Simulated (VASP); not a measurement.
# TiN (Osbornite) (Fm-3m) in VASP: further runs

Runs on TiN (Osbornite). Level: PBE. Tasks: single point.

Everything below comes from runs of VASP 6.6.1. Logs are shortened: lines on timing, memory, paths and dates and some standing lists are left out, and cuts for length are marked.

**1. The cell of the first run**

It takes space group Fm-3m (No. 225, cubic). The conventional cell has a = 4.238 Å, b = 4.238 Å, c = 4.238 Å, α = 90.00°, β = 90.00°, γ = 90.00°. Ti (site symmetry m-3m) has 6 N at 2.12 Å within 2.8 Å. Within 2.8 Å of N (site symmetry m-3m) lie 6 Ti at 2.12 Å.

**2. Single point, PBE**

File INCAR:

```
SYSTEM = TiN
  PREC = Accurate
  ENCUT = 520
  EDIFF = 1E-7
  ISMEAR = 1
  SIGMA = 0.1
  LREAL = .False.
  LASPH = .True.
  NELM = 60
  ALGO = Normal
  ISIF = 2
  LWAVE = .False.
  LCHARG = .False.
  GGA = PE
  NBANDS = 16
```

File KPOINTS:

```
regular mesh
0
Gamma
  4 4 4
  0 0 0
```

File POSCAR:

```
TiN
1.0
    0.0000000000      2.1190000000      2.1190000000
    2.1190000000      0.0000000000      2.1190000000
    2.1190000000      2.1190000000      0.0000000000
Ti N
1 1
Direct
    0.0000000000      0.0000000000      0.0000000000
    0.5000000000      0.5000000000      0.5000000000
```

Potentials or basis: VASP PAW PBE potentials, release 64 (Ti_sv, N).

Launch:

```console
$ cat potpaw_PBE.64/Ti_sv/POTCAR potpaw_PBE.64/N/POTCAR > POTCAR
$ mpirun -np 1 vasp_std > vasp.out
```

OUTCAR:

```text
SYSTEM = TiN
   PREC = Accurate
   ENCUT = 520
   EDIFF = 1E-7
   ISMEAR = 1
   LREAL = .False.
   LASPH = .True.
   NELM = 60
   ISIF = 2
   GGA = PE

 ion  position               nearest neighbor table
   1  0.000  0.000  0.000-   2 2.12   2 2.12   2 2.12   2 2.12   2 2.12   2 2.12
   2  0.500  0.500  0.500-   1 2.12   1 2.12   1 2.12   1 2.12   1 2.12   1 2.12

  LATTYP: Found a face centered cubic cell.
 ALAT       =     4.2380000000

  Lattice vectors:

 A1 = (   0.0000000000,   2.1190000000,   2.1190000000)
 A2 = (   2.1190000000,   0.0000000000,   2.1190000000)
 A3 = (   2.1190000000,   2.1190000000,   0.0000000000)

Analysis of symmetry for initial positions (statically):
=====================================================================
 Subroutine PRICEL returns:
 Original cell was already a primitive cell.

 Routine SETGRP: Setting up the symmetry group for a
 face centered cubic supercell.

 Subroutine GETGRP returns: Found 48 space group operations
 (whereof 48 operations were pure point group operations)
 out of a pool of 48 trial point group operations.

The static configuration has the point symmetry O_h .

Analysis of symmetry for dynamics (positions and initial velocities):
=====================================================================
 Subroutine PRICEL returns:
 Original cell was already a primitive cell.

 Routine SETGRP: Setting up the symmetry group for a
 face centered cubic supercell.

 Subroutine GETGRP returns: Found 48 space group operations
 (whereof 48 operations were pure point group operations)
 out of a pool of 48 trial point group operations.

The dynamic configuration has the point symmetry O_h .

 Subroutine INISYM returns: Found 48 space group operations
 (whereof 48 operations are pure point group operations),
 and found     1 'primitive' translations

----------------------------------------------------------------------------------------

                                     Primitive cell

  volume of cell :      19.0293

  direct lattice vectors                    reciprocal lattice vectors
     0.000000000  2.119000000  2.119000000    -0.235960359  0.235960359  0.235960359
     2.119000000  0.000000000  2.119000000     0.235960359 -0.235960359  0.235960359
     2.119000000  2.119000000  0.000000000     0.235960359  0.235960359 -0.235960359

  length of vectors
     2.996718539  2.996718539  2.996718539     0.408695330  0.408695330  0.408695330

  position of ions in fractional coordinates (direct lattice)
     0.000000000  0.000000000  0.000000000
     0.500000000  0.500000000  0.500000000

  ion indices of the primitive-cell ions
   primitive index   ion index
                 1           1
                 2           2

----------------------------------------------------------------------------------------

 KPOINTS: regular mesh

Automatic generation of k-mesh.
 Grid dimensions read from file:
 generate k-points for:    4    4    4

 Generating k-lattice:

  Cartesian coordinates                     Fractional coordinates (reciprocal lattice)
    -0.058990090  0.058990090  0.058990090     0.250000000  0.000000000  0.000000000
     0.058990090 -0.058990090  0.058990090     0.000000000  0.250000000  0.000000000
     0.058990090  0.058990090 -0.058990090     0.000000000  0.000000000  0.250000000

  Length of vectors
     0.102173832  0.102173832  0.102173832

  Shift w.r.t. Gamma in fractional coordinates (k-lattice)
     0.000000000  0.000000000  0.000000000

 Subroutine IBZKPT returns following result:
 ===========================================

 Found      8 irreducible k-points:

 Following reciprocal coordinates:
            Coordinates               Weight
  0.000000  0.000000  0.000000      1.000000
  0.250000  0.000000  0.000000      8.000000
  0.500000  0.000000  0.000000      4.000000
  0.250000  0.250000  0.000000      6.000000
  0.500000  0.250000  0.000000     24.000000
 -0.250000  0.250000  0.000000     12.000000
  0.500000  0.500000  0.000000      3.000000
 -0.250000  0.500000  0.250000      6.000000
   k-points           NKPTS =      8   k-points in BZ     NKDIM =      8   number of bands    NBANDS=     16
   number of dos      NEDOS =    301   number of ions     NIONS =      2
   total plane-waves  NPLWV =  13824
   dimension x,y,z NGX =    24 NGY =   24 NGZ =   24
   dimension x,y,z NGXF=    48 NGYF=   48 NGZF=   48
   ions per type =               1   1
   NGX,Y,Z   is equivalent  to a cutoff of  13.31, 13.31, 13.31 a.u.
   NGXF,Y,Z  is equivalent  to a cutoff of  26.63, 26.63, 26.63 a.u.
 SYSTEM =  TiN
   PREC   = accura    normal or accurate (medium, high low for compatibility)
   ISTART =      0    job   : 0-new  1-cont  2-samecut
   ICHARG =      2    charge: 1-file 2-atom 10-const
   ISPIN  =      1    spin polarized calculation?
   LNONCOLLINEAR =      F non collinear calculations
   LSORBIT =      F    spin-orbit coupling
   LASPH  =      T    aspherical Exc in radial PAW
   ENCUT  =  520.0 eV  38.22 Ry    6.18 a.u.   5.57  5.57  5.57*2*pi/ulx,y,z
   NELM   =     60;   NELMIN=  2; NELMDL= -5     # of ELM steps
   EDIFF  = 0.1E-06   stopping-criterion for ELM
   LREAL  =      F    real-space projection
   EDIFFG = 0.1E-05   stopping-criterion for IOM
   NSW    =      0    number of steps for IOM
   IBRION =     -1    ionic relax: 0-MD 1-quasi-New 2-CG
   NFREE  =      0    steps in history (QN), initial steepest desc. (CG)
   ISIF   =      2    stress and relaxation
   ISYM   =      2    0-nonsym 1-usesym 2-fastsym
   POTIM  = 0.5000    time-step for ionic-motion
   TEBEG  =    0.0;   TEEND  =   0.0 temperature during run
   PSTRESS=    0.0 pullay stress
   NELECT =      17.0000    total number of electrons
   NUPDOWN=      -1.0000    fix difference up-down
   EMIN   =  10.00;   EMAX   =-10.00  energy-range for DOS
   EFERMI =   0.00;   METHOD = LEGACY
   ISMEAR =     1;   SIGMA  =   0.10  broadening in eV -4-tet -1-fermi 0-gaus
   EFERMI_NEDOS =   21; number of points for ismear=-14 and -15
   IALGO  =     38    algorithm
   IMIX   =      4    mixing-type and parameters
     AMIX     =   0.40;   BMIX     =  1.00
     AMIX_MAG =   1.60;   BMIX_MAG =  1.00
  volume/ion in A,a.u.               =       9.51        64.21
  Fermi-wavevector in a.u.,A,eV,Ry     =   1.576704  2.979539 33.824024  2.485996
  Thomas-Fermi vector in A             =   2.677497
   LORBIT       =      0    0 simple, 1 ext, 2 COOP (PROOUT), +10 PAW based schemes
   GGA     = PE    functional components
   LHFCALC =     F    Hartree Fock is set to
   AEXX    =    0.0000 exact exchange contribution
   IVDW    =     0    specifies the selected vdW correction
   LEPSILON=     F    determine dielectric tensor
   LRPA    =     F    only Hartree local field effects (RPA)
 non-spin polarized calculation
 Methfessel and Paxton  Order N= 1 SIGMA  =   0.10
  energy-cutoff  :      520.00
  volume of cell :       19.03
 maximum number of plane-waves:       531
 NGX is ok and might be reduce to    24
   NGX = 11   NGY = 11   NGZ = 11

 number of electron      17.0000001 magnetization

 Free energy of the ion-electron system (eV)
  ---------------------------------------------------
  ext. energy  EPLUGINS =         0.00000000
  ---------------------------------------------------
  free energy    TOTEN  =       -19.59683140 eV

  energy without entropy =      -19.59142490  energy(sigma->0) =      -19.59502923

 E-fermi :  11.1485     XC(G=0): -13.0358

 val. band max:       11.1048660371   @ k =   0.5000   0.2500   0.0000
 cond. band min:      11.9418846663   @ k =   0.2500   0.0000   0.0000
 fundamental gap:      0.8370186292
 Fermi energy:        11.1485266778

 k-point     1 :       0.0000    0.0000    0.0000
  band No.  band energies     occupation
      1     -46.4134      2.00000
      2     -22.3894      2.00000
      3     -22.3894      2.00000
      4     -22.3894      2.00000
      5      -5.6231      2.00000
      6       9.4537      2.00000
[... 8 lines left out ...]
     15      24.6553      0.00000
     16      31.2548      0.00000

 k-point     2 :       0.2500    0.0000    0.0000
  band No.  band energies     occupation
      1     -46.3648      2.00000
      2     -22.7213      2.00000
      3     -22.4176      2.00000
      4     -22.4176      2.00000
      5      -4.5414      2.00000
      6       5.9359      2.00000
[... 8 lines left out ...]
     15      24.3968      0.00000
     16      29.0494      0.00000

 k-point     3 :       0.5000    0.0000    0.0000
  band No.  band energies     occupation
      1     -46.3157      2.00000
      2     -23.0365      2.00000
      3     -22.4455      2.00000
      4     -22.4455      2.00000
      5      -3.1527      2.00000
      6       3.3928      2.00000
[... 8 lines left out ...]
     15      25.2670      0.00000
     16      26.0533      0.00000

 k-point     4 :       0.2500    0.2500    0.0000
  band No.  band energies     occupation
      1     -46.3490      2.00000
      2     -22.6839      2.00000
      3     -22.4924      2.00000
      4     -22.4924      2.00000
      5      -4.5141      2.00000
      6       5.3800      2.00000
[... 8 lines left out ...]
     15      25.4672      0.00000
     16      28.0042      0.00000

 k-point     5 :       0.5000    0.2500    0.0000
  band No.  band energies     occupation
      1     -46.3002      2.00000
      2     -22.8968      2.00000
      3     -22.6104      2.00000
      4     -22.5210      2.00000
      5      -3.7096      2.00000
      6       4.8166      2.00000
[... 8 lines left out ...]
     15      24.4095      0.00000
     16      24.8585      0.00000

 k-point     6 :      -0.2500    0.2500    0.0000
  band No.  band energies     occupation
      1     -46.3162      2.00000
      2     -22.8463      2.00000
      3     -22.6276      2.00000
      4     -22.4465      2.00000
      5      -3.6689      2.00000
      6       4.5593      2.00000
[... 8 lines left out ...]
     15      23.4296      0.00000
     16      25.8403      0.00000

 k-point     7 :       0.5000    0.5000    0.0000
  band No.  band energies     occupation
      1     -46.2845      2.00000
      2     -22.9259      2.00000
      3     -22.5955      2.00000
      4     -22.5955      2.00000
      5      -4.2082      2.00000
      6       5.6524      2.00000
[... 8 lines left out ...]
     15      23.2816      0.00000
     16      25.8969      0.00000

 k-point     8 :      -0.2500    0.5000    0.2500
  band No.  band energies     occupation
      1     -46.2842      2.00000
      2     -22.7618      2.00000
      3     -22.7618      2.00000
      4     -22.6168      2.00000
      5      -3.7447      2.00000
      6       6.0045      2.00000
[... 8 lines left out ...]
     15      23.5484      0.00000
     16      24.6353      0.00000

------------------------ aborting loop because EDIFF is reached ----------------------------------------

  FORCE on cell =-STRESS in cart. coord.  units (eV):
  Direction    XX          YY          ZZ          XY          YZ          ZX
  --------------------------------------------------------------------------------------
  -------------------------------------------------------------------------------------
  Total        0.3431470      0.3431470      0.3431470     -0.0000000     -0.0000000      0.0000000
  in kB       28.8913538     28.8913538     28.8913538     -0.0000000     -0.0000000      0.0000000
  external PRESSURE =      28.8913538 kB  Pullay stress =       0.0000000 kB

 VOLUME and BASIS-vectors are now :
 -----------------------------------------------------------------------------
  energy-cutoff  :      520.00
  volume of cell :       19.03
      direct lattice vectors                 reciprocal lattice vectors
     0.000000000  2.119000000  2.119000000    -0.235960359  0.235960359  0.235960359
     2.119000000  0.000000000  2.119000000     0.235960359 -0.235960359  0.235960359
     2.119000000  2.119000000  0.000000000     0.235960359  0.235960359 -0.235960359

 POSITION                                       TOTAL-FORCE (eV/Angst)
 -----------------------------------------------------------------------------------
      0.00000      0.00000      0.00000         0.000000      0.000000      0.000000
      2.11900      2.11900      2.11900         0.000000     -0.000000      0.000000
 -----------------------------------------------------------------------------------
    total drift:                                0.000000     -0.000000     -0.000000

  FREE ENERGIE OF THE ION-ELECTRON SYSTEM (eV)
  ---------------------------------------------------
  free  energy   TOTEN  =       -19.5968314021 eV

  energy  without entropy=      -19.5914249004  energy(sigma->0) =      -19.59502923
```

It took 4.7 s on 1 thread of Intel Xeon Platinum 8259CL at 2.50GHz (Skylake/Cascade Lake), shared host; peak memory 0.13 GiB.

Results:

* Free energy: -19.5968 eV
* Pressure: 2.9 GPa

Caveat: the k points lie up to 0.64 Å⁻¹ apart.

**3. Single point, PBE**

File INCAR:

```
  PREC = Accurate
  ENCUT = 520
  EDIFF = 1E-6
  ISMEAR = 1
  SIGMA = 0.1
  LREAL = False
  LASPH = True
  NELM = 60
  ALGO = Normal
  ISIF = 2
  LWAVE = False
  LCHARG = False
  GGA = PE
  NBANDS = 16
```

File KPOINTS:

```
Automatic mesh
0
Gamma
  5 5 5
```

POSCAR is that of step 2.

Potentials or basis: VASP PAW PBE potentials, release 64 (Ti_sv, N).

Launch:

```console
$ cat potpaw_PBE.64/Ti_sv/POTCAR potpaw_PBE.64/N/POTCAR > POTCAR
$ mpirun -np 1 vasp_std > vasp.out
```

Wall time 4.7 s (1 thread of Intel Xeon Platinum 8259CL at 2.50GHz (Skylake/Cascade Lake), shared host); peak memory 0.13 GiB.

The run converged. Its results:

| Item | Value |
| --- | --- |
| Free energy | -19.6261 eV |
| Pressure | 2.4 GPa |

Levels at points of the mesh, in eV from the Fermi level:
```
           k point  band 7  band 8  band 9  band 10  band 11  band 12
(0.00, 0.00, 0.00)   -2.24   -2.24   -0.77    -0.77    -0.77     0.43
```

Caveat: the k points lie up to 0.51 Å⁻¹ apart.
